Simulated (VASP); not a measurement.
Input of a VASP 6.6.1 run:

Contents of INCAR:

```
SYSTEM = PbS
ALGO = Normal ; EDIFF = 1E-8
ENCUT = 500 ; GGA = PS
GGA_COMPAT = .False. ; IBRION = 8
ISIF = 2 ; ISMEAR = -1
LASPH = .True. ; LCHARG = .False.
LREAL = .False. ; LWAVE = .False.
NBANDS = 17 ; NELM = 120
NSW = 1 ; PREC = Accurate
SIGMA = 0.15
```

KPOINTS

```
k-points
0
Gamma
  12 12 12
  0 0 0
```

The input POSCAR:

```
PbS
1.0
    3.5873000000      0.0000000000      0.0000000000
    0.0000000000      3.5873000000      0.0000000000
    0.0000000000      0.0000000000      3.5873000000
Pb S
1 1
Direct
    0.0000000000      0.0000000000      0.0000000000
    0.5000000000      0.5000000000      0.5000000000
```

Potentials or basis: VASP PAW PBE potentials, release 64 (Pb_d, S).

Command:

```console
$ cat potpaw_PBE.64/Pb_d/POTCAR potpaw_PBE.64/S/POTCAR > POTCAR
$ mpirun -np 1 vasp_std > vasp.out
```

(1) What does it give for the highest phonon frequency at Γ, LO-TO splitting left out?

(2) Estimate the most unstable mode.

Answers

(1) 1 cm⁻¹.

(2) 84i cm⁻¹.

Caveat: some modes are imaginary.
